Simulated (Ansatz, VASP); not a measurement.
## KMgF3: VASP beside Ansatz

Contents of INCAR:

```
SYSTEM = KMgF3
  PREC = Accurate
  ENCUT = 600
  EDIFF = 1E-6
  ISMEAR = 1
  SIGMA = 0.2
  LREAL = .FALSE.
  LASPH = .TRUE.
  NELM = 120
  ALGO = Normal
  ISIF = 2
  LWAVE = .FALSE.
  LCHARG = .FALSE.
  GGA = PE
  NBANDS = 24
  GGA_COMPAT = .FALSE.
```

Contents of KPOINTS:

```
regular mesh
0
G
  4 4 4
  0 0 0
```

POSCAR

```
KMgF3
1.0
    3.9802355751      0.0000000000      0.0000000000
    0.0000000000      3.9802355751      0.0000000000
    0.0000000000      0.0000000000      3.9802355751
K Mg F
1 1 3
Direct
    0.5000000000      0.5000000000      0.5000000000
    0.0000000000      0.0000000000      0.0000000000
    0.5000000000      0.0000000000      0.0000000000
    0.0000000000      0.5000000000      0.0000000000
    0.0000000000      0.0000000000      0.5000000000
```

Input for Ansatz:

```yaml
crystal:
  lattice:
    - [3.9802355751, 0.0, 0.0]
    - [0.0, 3.9802355751, 0.0]
    - [0.0, 0.0, 3.9802355751]
  atoms:
    - { symbol: K, position: [0.5, 0.5, 0.5] }
    - { symbol: Mg, position: [0.0, 0.0, 0.0] }
    - { symbol: F, position: [0.5, 0.0, 0.0] }
    - { symbol: F, position: [0.0, 0.5, 0.0] }
    - { symbol: F, position: [0.0, 0.0, 0.5] }
kpoints:
  mp_grid: { grid: [4, 4, 4] }
hamiltonian:
  xc: pbe
scf:
  occupations: { method: methfessel_paxton, width: 0.2 }
  n_extra_bands: 5
output:
  forces: true
  stress: true
  eigenvalues: true
```

Alike in both runs: task single point; functional PBE; k mesh 4 × 4 × 4; occupations methfessel-paxton of order 1, width 0.2 eV; no spin polarisation.

```csv
,VASP,Ansatz
version,VASP 6.6.1,Ansatz 0.2.0
potentials or method,"VASP PAW PBE potentials, release 64 (K_sv, Mg, F)",plane waves
plane-wave cutoff (eV),600,420
valence electrons in the cell,32,40
```

VASP gave:

- gap on the k mesh at the Fermi level (eV): 7.34
- pressure (GPa): 3.6

**Question.** Estimate Ansatz's values.

**Answer.** gap on the k mesh at the Fermi level (eV): 7.37; pressure (GPa): 4.1.

VASP's potentials hold 32 valence electrons a cell and Ansatz's 40, so a difference there can come from the potentials and not from the codes.
